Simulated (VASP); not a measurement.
Set up this calculation in VASP 6.6.1, as the native input.

```
Task                   : single point
Functional             : PBE
Dispersion             : D3(BJ)
Potentials or basis    : VASP PAW PBE potentials, release 64 (C, H)
Cutoff                 : 520 eV
k mesh                 : 6 × 6 × 1
Occupations            : gaussian, width 0.1 eV
Spin                   : no spin polarisation
Dipole correction      : yes
Further INCAR settings : ALGO = Normal; EDIFF = 1e-07; NBANDS = 28
```

The structure of HC4 lies in POSCAR:

```
HC4
1.0
    4.9313048818      0.0000000000      0.0000000000
   -2.4656524409      4.2706353015      0.0000000000
    0.0000000000      0.0000000000     18.0000331943
C H
8 2
Direct
    0.3333333333      0.1666666667      0.2222236565
    0.3333333333      0.6666666667      0.2222236565
    0.8333333333      0.1666666667      0.2222236565
    0.8333333333      0.6666666667      0.2222236565
    0.1666666667      0.3333333333      0.2222218124
    0.1666666667      0.8333333333      0.2222218124
    0.6666666667      0.3333333333      0.2222218124
    0.6666666667      0.8333333333      0.2222218124
    0.6962023835      0.3037976165      0.3666678346
    0.8037976165      0.1962023835      0.3666678346
```

The input as run:

INCAR

```
SYSTEM = HC4
PREC = Accurate
ENCUT = 520
EDIFF = 1E-7
ISMEAR = 0
SIGMA = 0.1
LREAL = .False.
LASPH = .True.
NELM = 80
ALGO = Normal
ISIF = 2
LWAVE = .False.
LCHARG = .True.
LDIPOL = .True.
IDIPOL = 3
DIPOL = 0.5 0.5 0.251
GGA = PE
IVDW = 12
LELF = .True.
LVHAR = .True.
LVACPOTAV = .True.
NBANDS = 28
```

KPOINTS

```
Automatic mesh
0
Gamma
  6 6 1
  0 0 0
```

Potentials or basis: VASP PAW PBE potentials, release 64 (C, H).

The run is started by

```console
$ cat potpaw_PBE.64/C/POTCAR potpaw_PBE.64/H/POTCAR > POTCAR
$ mpirun -np 1 vasp_std > vasp.out
```

Results of the run:

The largest force is 3.391 eV/Å and the band gap on the k mesh is 0.03 eV, direct. The dispersion energy per atom is -0.084 eV.

Wall time 2.8 min on 1 thread of Intel(R) Xeon(R) 6975P-C (Granite Rapids), with other jobs on the host, peak memory 0.53 GiB.
